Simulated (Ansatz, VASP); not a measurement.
## SnO in VASP and in Ansatz

```
Sn O
1.0
     3.84002    0.00000    0.00000
     0.00000    3.84002    0.00000
     0.00000    0.00000    4.83600
Sn O
2 2
Direct
  0.00000 0.50000 0.23850
  0.50000 0.00000 0.76150
  0.00000 0.00000 0.00000
  0.50000 0.50000 0.00000
```

Change from the starting cell: equal xx and yy strain of +1 %, PAW files.

Alike in both runs: task electric field gradients; functional PBEsol; k mesh 8 × 8 × 6; occupations fermi-dirac, width 0.01 eV; no spin polarisation.

```csv
,VASP,Ansatz
version,VASP 6.6.1,Ansatz 0.2.0
potentials or method,"VASP PAW PBE potentials, release 64 (Sn_d, O)","PAW with Ansatz's default frozen-core files, scalar-relativistic"
plane-wave cutoff (eV),520,420
valence electrons in the cell,40,40
```

VASP gave:

| Quantity | Value |
| --- | --- |
| pressure (GPa) | -1.8 |
| traceless stress, the component that is largest in VASP (GPa) | 0.47 |
| rms of the force components (eV/Å) | 0.036 |
| size of Vzz on the site where it differs most (V/Å²) | 156.1 |

Which values does Ansatz return?

Pressure (GPa): -2.0; traceless stress, the component that is largest in VASP (GPa): 0.45; rms of the force components (eV/Å): 0.069; size of Vzz on the site where it differs most (V/Å²): 163.9.

VASP's potentials were made for PBE, not for PBEsol. Atom by atom the forces differ by 0.033 eV/Å (rms over components).
